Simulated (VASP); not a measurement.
A run of VASP 6.6.1:

POSCAR

```
MnTl2Sb2
1.0
    0.0000000000      0.0000000000      6.3743820000
    7.1101280000      0.0000000000      0.0000000000
    3.5550640000      6.7851140000     -3.1871910000
Tl Sb Mn
4 4 2
Direct
    0.1464100000      0.1856900000      0.2928200000
    0.8535900000      0.8143100000      0.7071800000
    0.3535900000      0.4785100000      0.7071800000
    0.6464100000      0.5214900000      0.2928200000
    0.8990500000      0.2850500000      0.7981000000
    0.1009500000      0.7149500000      0.2019000000
    0.6009500000      0.0831500000      0.2019000000
    0.3990500000      0.9168500000      0.7981000000
    0.2500000000      0.0000000000      0.0000000000
    0.7500000000      0.0000000000      0.0000000000
```

INCAR.step1

```
SYSTEM = MnTl2Sb2
PREC     = Accurate       ! precision mode
ENCUT    = 520            ! plane-wave cutoff, eV
ISMEAR   = -1             ! smearing method
SIGMA    = 0.0825         ! smearing width, eV
LREAL    = .False.        ! projectors in reciprocal space
LASPH    = .True.         ! aspherical terms in the spheres
NELM     = 60             ! most SCF steps
NBANDS   = 60             ! bands
GGA      = PE             ! functional
ALGO     = Normal         ! electronic algorithm
EDIFF    = 1E-4           ! SCF threshold, eV
LWAVE    = .True.         ! write WAVECAR
LCHARG   = .False.        ! write CHGCAR
```

File INCAR.step2:

```
SYSTEM = MnTl2Sb2
PREC     = Accurate       ! precision mode
ENCUT    = 520            ! plane-wave cutoff, eV
EDIFF    = 1E-7           ! SCF threshold, eV
ISMEAR   = -1             ! smearing method
SIGMA    = 0.0825         ! smearing width, eV
LREAL    = .False.        ! projectors in reciprocal space
LASPH    = .True.         ! aspherical terms in the spheres
NELM     = 60             ! most SCF steps
ALGO     = Normal         ! electronic algorithm
ISIF     = 2              ! what is computed and relaxed
LWAVE    = .False.        ! write WAVECAR
LCHARG   = .True.         ! write CHGCAR
METAGGA  = R2SCAN         ! meta-GGA
LMIXTAU  = .True.       
LELF     = .True.         ! ELF
LVHAR    = .True.       
NBANDS   = 60             ! bands
ISTART   = 1
```

KPOINTS

```
Automatic mesh
0
Gamma
  3 3 3
  0 0 0
```

Potentials or basis: VASP PAW PBE potentials, release 64 (Tl_d, Sb, Mn_pv).

Launch:

```console
$ cat potpaw_PBE.64/Tl_d/POTCAR potpaw_PBE.64/Sb/POTCAR potpaw_PBE.64/Mn_pv/POTCAR > POTCAR
$ cp INCAR.step1 INCAR
$ mpirun -np 1 vasp_std > vasp.out
$ cp INCAR.step2 INCAR
$ mpirun -np 1 vasp_std > vasp.out
```

Hardware: 1 thread of Intel(R) Xeon(R) 6975P-C (Granite Rapids), with other jobs on the host.

Question: Estimate the wall time of this run.

Answer: Wall time 5.8 min on 1 thread of Intel(R) Xeon(R) 6975P-C (Granite Rapids), with other jobs on the host, peak memory 0.51 GiB. Counts: k points 8.
